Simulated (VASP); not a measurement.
# ZrSe2 (P-3m1) in VASP: notebook

The runs below take ZrSe2 through single point, with LDA.

Program: VASP 6.6.1. These are calculated values, not measurements. Logs are shortened: lines on timing, memory, paths and dates and some standing lists are left out, and cuts for length are marked.

**The experiment to reproduce.**

From “Stress-Tuned Optical Transitions in Layered 1T-MX2 (M= Hf, Zr, Sn; X= S, Se) Crystals”, 2022, arxiv:2210.12074, for a bulk crystal of ZrSe2: band gap 1.2 eV (indirect).

The runs below are set against these values where they give the same quantity.

## Step 1: The cell of the first run

The structure is trigonal, space group P-3m1 (No. 164). The conventional cell has a = 3.692 Å, b = 3.692 Å, c = 5.949 Å, α = 90.00°, β = 90.00°, γ = 120.00°. Zr (site symmetry -3m) has 6 Se at 2.66 Å within 3.5 Å. Se (site symmetry 3m) has 3 Zr at 2.66 Å within 3.5 Å.

## Step 2: Single point, LDA

INCAR

```
PREC     = Accurate       # precision mode
ENCUT    = 500            # plane-wave cutoff, eV
EDIFF    = 1E-6           # SCF threshold, eV
ISMEAR   = -1             # smearing method
SIGMA    = 0.08           # smearing width, eV
LREAL    = F              # projectors in reciprocal space
LASPH    = T              # aspherical terms in the spheres
NELM     = 120            # most SCF steps
ALGO     = Normal         # electronic algorithm
ISIF     = 2              # what is computed and relaxed
LWAVE    = F              # write WAVECAR
LCHARG   = T              # write CHGCAR
GGA      = CA             # functional
LELF     = T              # ELF
LVHAR    = T            
NBANDS   = 19             # bands
GGA_COMPAT= F
```

KPOINTS

```
regular mesh
0
Gamma
  10 10 6
```

POSCAR

```
ZrSe2
1.0
    3.6915136371      0.0000000000      0.0000000000
   -1.8457568185      3.1969445881      0.0000000000
    0.0000000000      0.0000000000      5.9492966617
Zr Se
1 2
Direct
    0.0000000000      0.0000000000      0.0000000000
    0.3333333333      0.6666666667      0.2664842362
    0.6666666667      0.3333333333      0.7335157638
```

Potentials or basis: VASP PAW LDA potentials, release 64 (Zr_sv, Se).

The run is started by

```sh
$ cat potpaw_LDA.64/Zr_sv/POTCAR potpaw_LDA.64/Se/POTCAR > POTCAR
$ mpirun -np 1 vasp_std > vasp.out
```

OUTCAR:

```text
PREC = Accurate
   ENCUT = 500
   EDIFF = 1E-6
   ISMEAR = -1
   LREAL = F
   LASPH = T
   NELM = 120
   ISIF = 2
   GGA = CA

 ion  position               nearest neighbor table
   1  0.000  0.000  0.000-   2 2.66   3 2.66   2 2.66   3 2.66   3 2.66   2 2.66
   2  0.333  0.667  0.266-   1 2.66   1 2.66   1 2.66
   3  0.667  0.333  0.734-   1 2.66   1 2.66   1 2.66

  LATTYP: Found a hexagonal cell.
 ALAT       =     3.6915136371
 C/A-ratio  =     1.6116144342

  Lattice vectors:

 A1 = (   3.6915136371,   0.0000000000,   0.0000000000)
 A2 = (  -1.8457568185,   3.1969445881,   0.0000000000)
 A3 = (   0.0000000000,   0.0000000000,   5.9492966617)

Analysis of symmetry for initial positions (statically):
=====================================================================
 Subroutine PRICEL returns:
 Original cell was already a primitive cell.

 Routine SETGRP: Setting up the symmetry group for a
 hexagonal supercell.

 Subroutine GETGRP returns: Found 12 space group operations
 (whereof 12 operations were pure point group operations)
 out of a pool of 24 trial point group operations.

The static configuration has the point symmetry D_3d.

Analysis of symmetry for dynamics (positions and initial velocities):
=====================================================================
 Subroutine PRICEL returns:
 Original cell was already a primitive cell.

 Routine SETGRP: Setting up the symmetry group for a
 hexagonal supercell.

 Subroutine GETGRP returns: Found 12 space group operations
 (whereof 12 operations were pure point group operations)
 out of a pool of 24 trial point group operations.

The dynamic configuration has the point symmetry D_3d.

 Subroutine INISYM returns: Found 12 space group operations
 (whereof 12 operations are pure point group operations),
 and found     1 'primitive' translations

----------------------------------------------------------------------------------------

                                     Primitive cell

  volume of cell :      70.2110

  direct lattice vectors                    reciprocal lattice vectors
     3.691513637  0.000000000  0.000000000     0.270891590  0.156399333  0.000000000
    -1.845756818  3.196944588  0.000000000     0.000000000  0.312798665  0.000000000
     0.000000000  0.000000000  5.949296662     0.000000000  0.000000000  0.168087096

  length of vectors
     3.691513637  3.691513637  5.949296662     0.312798665  0.312798665  0.168087096

  position of ions in fractional coordinates (direct lattice)
     0.000000000  0.000000000  0.000000000
     0.333333333  0.666666667  0.266484236
     0.666666667  0.333333333  0.733515764

  ion indices of the primitive-cell ions
   primitive index   ion index
                 1           1
                 2           2
                 3           3

----------------------------------------------------------------------------------------

 KPOINTS: regular mesh

Automatic generation of k-mesh.
 Grid dimensions read from file:
 generate k-points for:   10   10    6

 Generating k-lattice:

  Cartesian coordinates                     Fractional coordinates (reciprocal lattice)
     0.027089159  0.015639933  0.000000000     0.100000000  0.000000000  0.000000000
     0.000000000  0.031279867  0.000000000     0.000000000  0.100000000  0.000000000
     0.000000000  0.000000000  0.028014516     0.000000000  0.000000000  0.166666667

  Length of vectors
     0.031279867  0.031279867  0.028014516

  Shift w.r.t. Gamma in fractional coordinates (k-lattice)
     0.000000000  0.000000000  0.000000000

 Subroutine IBZKPT returns following result:
 ===========================================

 Found     72 irreducible k-points:

 Following reciprocal coordinates:
            Coordinates               Weight
  0.000000  0.000000  0.000000      1.000000
  0.100000 -0.000000  0.000000      6.000000
  0.200000 -0.000000  0.000000      6.000000
  0.300000 -0.000000  0.000000      6.000000
  0.400000 -0.000000  0.000000      6.000000
  0.500000  0.000000  0.000000      3.000000
[... 16 lines left out ...]
  0.000000  0.400000  0.166667      6.000000
  0.500000  0.000000  0.166667      6.000000
 [... further k-points ...]
   k-points           NKPTS =     72   k-points in BZ     NKDIM =     72   number of bands    NBANDS=     19
   number of dos      NEDOS =    301   number of ions     NIONS =      3
   total plane-waves  NPLWV =  37632
   dimension x,y,z NGX =    28 NGY =   28 NGZ =   48
   dimension x,y,z NGXF=    56 NGYF=   56 NGZF=   96
   ions per type =               1   2
   NGX,Y,Z   is equivalent  to a cutoff of  12.61, 12.61, 13.41 a.u.
   NGXF,Y,Z  is equivalent  to a cutoff of  25.22, 25.22, 26.83 a.u.
 SYSTEM =  unknown system
   PREC   = accura    normal or accurate (medium, high low for compatibility)
   ISTART =      0    job   : 0-new  1-cont  2-samecut
   ICHARG =      2    charge: 1-file 2-atom 10-const
   ISPIN  =      1    spin polarized calculation?
   LNONCOLLINEAR =      F non collinear calculations
   LSORBIT =      F    spin-orbit coupling
   LASPH  =      T    aspherical Exc in radial PAW
   ENCUT  =  500.0 eV  36.75 Ry    6.06 a.u.   6.73  6.73 10.85*2*pi/ulx,y,z
   NELM   =    120;   NELMIN=  2; NELMDL= -5     # of ELM steps
   EDIFF  = 0.1E-05   stopping-criterion for ELM
   LREAL  =      F    real-space projection
   EDIFFG = 0.1E-04   stopping-criterion for IOM
   NSW    =      0    number of steps for IOM
   IBRION =     -1    ionic relax: 0-MD 1-quasi-New 2-CG
   NFREE  =      0    steps in history (QN), initial steepest desc. (CG)
   ISIF   =      2    stress and relaxation
   ISYM   =      2    0-nonsym 1-usesym 2-fastsym
   POTIM  = 0.5000    time-step for ionic-motion
   TEBEG  =    0.0;   TEEND  =   0.0 temperature during run
   PSTRESS=    0.0 pullay stress
   NELECT =      24.0000    total number of electrons
   NUPDOWN=      -1.0000    fix difference up-down
   EMIN   =  10.00;   EMAX   =-10.00  energy-range for DOS
   EFERMI =   0.00;   METHOD = LEGACY
   ISMEAR =    -1;   SIGMA  =   0.08  broadening in eV -4-tet -1-fermi 0-gaus
   EFERMI_NEDOS =   21; number of points for ismear=-14 and -15
   IALGO  =     38    algorithm
   IMIX   =      4    mixing-type and parameters
     AMIX     =   0.40;   BMIX     =  1.00
     AMIX_MAG =   1.60;   BMIX_MAG =  1.00
  volume/ion in A,a.u.               =      23.40       157.94
  Fermi-wavevector in a.u.,A,eV,Ry     =   1.144661  2.163095 17.827014  1.310249
  Thomas-Fermi vector in A             =   2.281352
   LORBIT       =      0    0 simple, 1 ext, 2 COOP (PROOUT), +10 PAW based schemes
   GGA     = CA    functional components
   LHFCALC =     F    Hartree Fock is set to
   AEXX    =    0.0000 exact exchange contribution
   IVDW    =     0    specifies the selected vdW correction
   LEPSILON=     F    determine dielectric tensor
   LRPA    =     F    only Hartree local field effects (RPA)
 non-spin polarized calculation
  energy-cutoff  :      500.00
  volume of cell :       70.21
 maximum number of plane-waves:      1822
 NGX is ok and might be reduce to    28
   NGX = 13   NGY = 13   NGZ = 21

 number of electron      23.9999999 magnetization

 Free energy of the ion-electron system (eV)
  ---------------------------------------------------
  ext. energy  EPLUGINS =         0.00000000
  ---------------------------------------------------
  free energy    TOTEN  =       -21.66054247 eV

  energy without entropy =      -21.65240056  energy(sigma->0) =      -21.65647151

 E-fermi :   5.2950     XC(G=0): -10.2565

 val. band max:        5.2564393217   @ k =   0.5000   0.0000   0.5000
 cond. band min:       5.3044428654   @ k =   0.0000   0.0000   0.0000
 fundamental gap:      0.0480035437
 Fermi energy:         5.2950047474

 k-point     1 :       0.0000    0.0000    0.0000
  band No.  band energies     occupation
      1     -43.7869      2.00000
      2     -22.0314      2.00000
      3     -21.8917      2.00000
      4     -21.8917      2.00000
      5      -8.4055      2.00000
      6      -6.8609      2.00000
[... 11 lines left out ...]
     18      10.1396      0.00000
     19      10.1490      0.00000

 k-point     2 :       0.1000   -0.0000    0.0000
  band No.  band energies     occupation
      1     -43.7851      2.00000
      2     -22.0254      2.00000
      3     -21.9166      2.00000
      4     -21.8970      2.00000
      5      -8.3022      2.00000
      6      -6.8721      2.00000
[... 11 lines left out ...]
     18      10.7521      0.00000
     19      11.0788      0.00000

 k-point     3 :       0.2000   -0.0000    0.0000
  band No.  band energies     occupation
      1     -43.7805      2.00000
      2     -22.0103      2.00000
      3     -21.9804      2.00000
      4     -21.9108      2.00000
      5      -8.0183      2.00000
      6      -6.9015      2.00000
[... 11 lines left out ...]
     18      11.8745      0.00000
     19      12.4123      0.00000

 k-point     4 :       0.3000   -0.0000    0.0000
  band No.  band energies     occupation
      1     -43.7747      2.00000
      2     -22.0599      2.00000
      3     -21.9894      2.00000
      4     -21.9277      2.00000
      5      -7.6348      2.00000
      6      -6.9360      2.00000
[... 11 lines left out ...]
     18      12.1682      0.00000
     19      12.7243      0.00000

 k-point     5 :       0.4000   -0.0000    0.0000
  band No.  band energies     occupation
      1     -43.7700      2.00000
      2     -22.1219      2.00000
      3     -21.9736      2.00000
      4     -21.9413      2.00000
      5      -7.2993      2.00000
      6      -6.9493      2.00000
[... 11 lines left out ...]
     18      11.5917      0.00000
     19      12.5274      0.00000
[... 334 lines left out ...]
      2     -22.0599      2.00000
      3     -21.9895      2.00000
      4     -21.9277      2.00000
      5      -7.6487      2.00000
      6      -6.9081      2.00000
[... 11 lines left out ...]
     18      11.5859      0.00000
     19      11.7939      0.00000

 k-point    22 :       0.4000   -0.0000    0.1667
  band No.  band energies     occupation
      1     -43.7700      2.00000
      2     -22.1219      2.00000
      3     -21.9737      2.00000
      4     -21.9413      2.00000
      5      -7.1694      2.00000
      6      -7.0918      2.00000
[... 11 lines left out ...]
     18      11.5286      0.00000
     19      12.6488      0.00000

 k-point    23 :       0.0000    0.4000    0.1667
  band No.  band energies     occupation
      1     -43.7700      2.00000
      2     -22.1218      2.00000
      3     -21.9737      2.00000
      4     -21.9413      2.00000
      5      -7.3943      2.00000
      6      -6.8282      2.00000
[... 11 lines left out ...]
     18      10.8742      0.00000
     19      11.7654      0.00000

 k-point    24 :       0.5000    0.0000    0.1667
  band No.  band energies     occupation
      1     -43.7682      2.00000
      2     -22.1453      2.00000
      3     -21.9676      2.00000
      4     -21.9465      2.00000
      5      -7.2431      2.00000
      6      -6.8594      2.00000
[... 11 lines left out ...]
     18      10.9592      0.00000
     19      12.2206      0.00000

 [... further k-points ...]
[... 5 lines left out ...]
  --------------------------------------------------------------------------------------
  -------------------------------------------------------------------------------------
  Total        0.0986709      0.0986709      0.1140201      0.0000000      0.0000000     -0.0000000
  in kB        2.2516175      2.2516175      2.6018766      0.0000000      0.0000000     -0.0000000
  external PRESSURE =       2.3683705 kB  Pullay stress =       0.0000000 kB

 VOLUME and BASIS-vectors are now :
 -----------------------------------------------------------------------------
  energy-cutoff  :      500.00
  volume of cell :       70.21
      direct lattice vectors                 reciprocal lattice vectors
     3.691513637  0.000000000  0.000000000     0.270891590  0.156399333  0.000000000
    -1.845756818  3.196944588  0.000000000     0.000000000  0.312798665  0.000000000
     0.000000000  0.000000000  5.949296662     0.000000000  0.000000000  0.168087096

 POSITION                                       TOTAL-FORCE (eV/Angst)
 -----------------------------------------------------------------------------------
      0.00000      0.00000      0.00000        -0.000000      0.000000      0.000000
     -0.00000      2.13130      1.58539         0.000000      0.000000      0.040263
      1.84576      1.06565      4.36390         0.000000      0.000000     -0.040263
 -----------------------------------------------------------------------------------
    total drift:                                0.000000     -0.000000     -0.000000

  FREE ENERGIE OF THE ION-ELECTRON SYSTEM (eV)
  ---------------------------------------------------
  free  energy   TOTEN  =       -21.6605424692 eV

  energy  without entropy=      -21.6524005557  energy(sigma->0) =      -21.65647151
```

Run time: 50 s. Hardware: 1 thread of Intel Xeon Platinum 8375C at 2.90GHz (Ice Lake), shared host; peak memory 0.22 GiB.

What came out:

```
Free energy            : -21.6605 eV
Pressure               : 0.2 GPa
Largest force          : 0.040 eV/Å
Band gap on the k mesh : zero (band 12 reaches 5.42 eV, above the bottom of band 13 at 5.26 eV)
```

Forces on the atoms (eV/Å):
```
Zr   0.000  0.000  0.000
Se   0.000  0.000  0.040
Se   0.000  0.000 -0.040
```

Levels at points of the mesh, in eV from the Fermi level:
| k point | band 9 | band 10 | band 11 | band 12 | band 13 | band 14 | band 15 | band 16 |
| --- | --- | --- | --- | --- | --- | --- | --- | --- |
| (0.00, 0.00, 0.00) | -2.77 | 0.01 | 0.01 | 0.13 | 0.97 | 0.97 | 1.23 | 4.12 |
| (0.50, 0.00, 0.00) | -3.04 | -2.58 | -2.54 | -1.53 | 0.25 | 2.66 | 3.11 | 4.77 |
| (0.00, 0.00, 0.50) | -2.68 | -2.68 | -0.30 | -0.30 | 0.93 | 0.93 | 1.82 | 4.78 |
| (0.50, 0.00, 0.50) | -2.90 | -2.86 | -0.96 | -0.95 | -0.04 | 2.65 | 3.08 | 4.33 |

[end of part 1 of 2]
